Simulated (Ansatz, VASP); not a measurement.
Ru in VASP and in Ansatz

Contents of INCAR:

```
PREC = Accurate ; ENCUT = 520
EDIFF = 1E-6 ; ISMEAR = -1
SIGMA = 0.1 ; LREAL = F
LASPH = T ; NELM = 80
ALGO = Normal ; ISIF = 2
LWAVE = F ; LCHARG = F
GGA = RP ; NBANDS = 21
```

The input KPOINTS:

```
Automatic mesh
0
Gamma
  11 11 11
```

File POSCAR:

```
Ru
1.0
    0.0000000000      2.6685814579      2.6685814579
    2.6685814579      0.0000000000      2.6685814579
    2.6685814579      2.6685814579      0.0000000000
Ru
2
Direct
    0.1250000000      0.1250000000      0.1250000000
    0.8750000000      0.8750000000      0.8750000000
```

Input for Ansatz:

```yaml
crystal:
  lattice:
    - [0.0, 2.6685814579, 2.6685814579]
    - [2.6685814579, 0.0, 2.6685814579]
    - [2.6685814579, 2.6685814579, 0.0]
  atoms:
    - { symbol: Ru, position: [0.125, 0.125, 0.125] }
    - { symbol: Ru, position: [0.875, 0.875, 0.875] }
hamiltonian:
  xc: rpbe
  pseudopotentials:
    kind: paw
    azcp:
      Ru: "pseudopotentials/Ru.paw.azcp"
basis:
  ecutwfc: 420
  fft_grid_basis: typed
kpoints:
  mp_grid: { grid: [11, 11, 11], shift: [0, 0, 0] }
magnetization:
  spin_polarized: false
scf:
  occupations: { method: fermi_dirac, width: 0.1 }
  lower_state_search: "off"
output:
  stress: true
```

Alike in both runs: task single point; functional RPBE; k mesh 11 × 11 × 11; occupations fermi-dirac, width 0.1 eV; no spin polarisation.

|  | VASP | Ansatz |
| --- | --- | --- |
| version | VASP 6.6.1 | Ansatz 0.2.0 |
| potentials or method | VASP PAW PBE potentials, release 64 (Ru_pv), cutoff 520 eV | plane waves (420 eV) with PAW, scalar-relativistic |
| valence electrons in the cell | 28 | 32 |

|  | VASP | Ansatz | Ansatz less VASP |
| --- | --- | --- | --- |
| pressure (GPa) | 16.0 | 15.6 | -0.39 |

VASP's potentials were made for PBE, not for RPBE. With one functional, cell and mesh, what is left measures potentials, basis and numerics. VASP's potentials hold 28 valence electrons a cell and Ansatz's 32, so a difference there can come from the potentials and not from the codes.
